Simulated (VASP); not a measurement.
Write the native input for VASP 6.6.1 that does the following.

```
Task                   : single point
Functional             : LDA
Potentials or basis    : VASP PAW LDA potentials, release 64 (Ti_sv, N)
Cutoff                 : 520 eV
k mesh                 : 13 × 13 × 13
Occupations            : fermi-dirac, width 0.1 eV
Spin                   : no spin polarisation
Dipole correction      : no
Further INCAR settings : ALGO = Normal; EDIFF = 1e-06; NBANDS = 16
```

The structure of TiN (Osbornite) lies in POSCAR:

```
TiN
1.0
    0.0000000000      2.0860914431      2.0860914431
    2.0860914431      0.0000000000      2.0860914431
    2.0860914431      2.0860914431      0.0000000000
Ti N
1 1
Direct
    0.0000000000      0.0000000000      0.0000000000
    0.5000000000      0.5000000000      0.5000000000
```

These files were run (other wordings do the same):

INCAR

```
SYSTEM = TiN
  PREC = Accurate
  ENCUT = 520
  EDIFF = 1E-6
  ISMEAR = -1
  SIGMA = 0.1
  LREAL = .False.
  LASPH = .True.
  NELM = 80
  ALGO = Normal
  ISIF = 2
  LWAVE = .False.
  LCHARG = .False.
  GGA = CA
  NBANDS = 16
```

KPOINTS

```
Automatic mesh
0
Gamma
  13 13 13
  0 0 0
```

Potentials or basis: VASP PAW LDA potentials, release 64 (Ti_sv, N).

The run is started by

```bash
$ cat potpaw_LDA.64/Ti_sv/POTCAR potpaw_LDA.64/N/POTCAR > POTCAR
$ mpirun -np 1 vasp_std > vasp.out
```

It gave:

| Item | Value |
| --- | --- |
| Pressure | 1.0 GPa |

Run time: 9.6 s on 1 thread of Intel(R) Xeon(R) 6975P-C (Granite Rapids) (shared host), peak memory 0.14 GiB.
